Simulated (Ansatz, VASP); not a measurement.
# One calculation of AlN, two programs

INCAR

```
ALGO     = Normal         # electronic algorithm
EDIFF    = 1E-7           # SCF threshold, eV
ENCUT    = 520            # plane-wave cutoff, eV
GGA      = VW             # functional
ISIF     = 2              # what is computed and relaxed
ISMEAR   = -1             # smearing method
LASPH    = True           # aspherical terms in the spheres
LCHARG   = False          # write CHGCAR
LREAL    = False          # projectors in reciprocal space
LWAVE    = False          # write WAVECAR
NBANDS   = 11             # bands
NELM     = 60             # most SCF steps
PREC     = Accurate       # precision mode
SIGMA    = 0.05           # smearing width, eV
```

File KPOINTS:

```
k-points
0
Gamma
  10 10 10
```

The input POSCAR:

```
AlN
1.0
    0.0000000000      2.2127336128      2.2127336128
    2.2127336128      0.0000000000      2.2127336128
    2.2127336128      2.2127336128      0.0000000000
Al N
1 1
Direct
    0.0000000000      0.0000000000      0.0000000000
    0.2500000000      0.2500000000      0.2500000000
```

Contents of input.yaml:

```yaml
crystal:
  lattice:
    - [0.0, 2.2127336128, 2.2127336128]
    - [2.2127336128, 0.0, 2.2127336128]
    - [2.2127336128, 2.2127336128, 0.0]
  atoms:
    - { symbol: Al, position: [0.0, 0.0, 0.0] }
    - { symbol: "N", position: [0.25, 0.25, 0.25] }
hamiltonian:
  xc: { exchange: slater, correlation: vwn5 }
  pseudopotentials: { kind: paw }
kpoints:
  mp_grid: { grid: [10, 10, 10] }
scf:
  occupations: { method: fermi_dirac, width: 0.05 }
output:
  forces: true
  stress: true
  eigenvalues: true
```

Alike in both runs: task single point; functional SVWN5; k mesh 10 × 10 × 10; occupations fermi-dirac, width 0.05 eV; no spin polarisation.

|  | VASP | Ansatz |
| --- | --- | --- |
| version | VASP 6.6.1 | Ansatz 0.2.0 |
| potentials or method | VASP PAW PBE potentials, release 64 (Al, N) | Ansatz PAW |
| plane-wave cutoff (eV) | 520 | 420 |
| valence electrons in the cell | 8 | 8 |

VASP gave:

* gap on the k mesh at the Fermi level (eV): 3.21
* least direct gap on the mesh (eV): 3.88
* pressure (GPa): -10.1

**Question.** Which values does Ansatz return?

**Answer.** gap on the k mesh at the Fermi level (eV): 3.23; least direct gap on the mesh (eV): 3.89; pressure (GPa): -10.8.

VASP's potentials were made for PBE, not for SVWN5.
